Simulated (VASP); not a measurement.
Input of a VASP 6.6.1 run:

Contents of INCAR:

```
PREC = Accurate
ENCUT = 520
EDIFF = 1E-6
ISMEAR = -1
SIGMA = 0.05
LREAL = F
LASPH = T
NELM = 80
ALGO = Normal
ISIF = 2
LWAVE = F
LCHARG = F
GGA = PE
IVDW = 12
NBANDS = 8
```

Contents of KPOINTS:

```
Automatic mesh
0
Gamma
  12 12 12
```

POSCAR

```
Sb
1.0
   -1.5911541864      1.5911541864      2.6090277440
    1.5911541864     -1.5911541864      2.6090277440
    1.5911541864      1.5911541864     -2.6090277440
Sb
1
Direct
    0.0000000000      0.0000000000      0.0000000000
```

Potentials or basis: VASP PAW PBE potentials, release 64 (Sb).

Launch:

```console
$ cat potpaw_PBE.64/Sb/POTCAR > POTCAR
$ mpirun -np 1 vasp_std > vasp.out
```

**Question.** Estimate the band gap on the k mesh.

**Answer.** Zero (an odd number of electrons rules out a gap without spin polarisation).

**Question.** What does it give for the pressure?

**Answer.** -0.5 GPa.

**Question.** Predict the dispersion energy per atom.

**Answer.** -0.535 eV.

Stress tensor (GPa, compression positive):
```
-0.43  0.00  0.00
 0.00 -0.43  0.00
 0.00  0.00 -0.51
```

Caveat: three body term missing; spin-orbit coupling is left out, which moves the levels of the heavy elements.
